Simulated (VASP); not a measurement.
# SnSe2: single point with PBE

Crystal: SnSe2.

```
CELL_PARAMETERS angstrom
3.69667 0.00000 0.00000
-1.84833 3.20141 0.00000
0.00000 0.00000 5.95289
ATOMIC_POSITIONS crystal
Sn 0.00000 0.00000 0.00000
Se 0.33333 0.66667 0.25000
Se 0.66667 0.33333 0.75000
```

This cell differs from its parent crystal: strain -0.030 along x and y, -0.030 along z.

- Program: VASP 6.6.1
- Task: single point
- Functional: PBE
- Potentials or basis: VASP PAW PBE potentials, release 64 (Sn_d, Se)
- Cutoff: 520 eV
- k mesh: 12 × 12 × 6
- Occupations: gaussian, width 0.05 eV
- Spin: no spin polarisation

| Property | Result |
| --- | --- |
| Pressure | 14.5 GPa |
| Largest force | 1.785 eV/Å |
| Band gap on the k mesh | 0.81 eV, indirect (least direct gap 1.51 eV) |

Forces in eV/Å, atoms in the order of the input:
```
Sn   0.000  0.000  0.000
Se   0.000  0.000  1.785
Se   0.000  0.000 -1.785
```

Stress tensor (GPa, compression positive):
```
14.12  0.00  0.00
 0.00 14.12  0.00
 0.00  0.00 15.17
```

Levels at points of the mesh, in eV from the valence-band top:
```tsv
k point	band 11	band 12	band 13	band 14	band 15	band 16
(0.00, 0.00, 0.00)	-0.47	-0.47	-0.02	1.53	2.97	4.78
(0.50, 0.00, 0.00)	-3.05	-1.47	-0.37	1.22	3.83	5.32
(0.00, 0.00, 0.50)	-0.92	-0.29	-0.29	2.89	3.03	4.46
(0.50, 0.00, 0.50)	-2.21	-1.03	-0.84	0.97	4.24	4.77
```

Wall time 78 s on 1 thread of AMD EPYC 9R45 96-Core Processor (Zen 5) (shared host), peak memory 0.25 GiB.

Caveat: the cell differs from its parent crystal (strain -0.030 along x and y, -0.030 along z); spin-orbit coupling is left out, which moves the levels of the heavy elements; this functional lacks dispersion, which binds the layers, so the pressure and a relaxed spacing across them are unreliable; forces of over 1 eV/Å act on the atoms, so gaps and moduli don't describe the material at rest. A k mesh can miss the band edges.
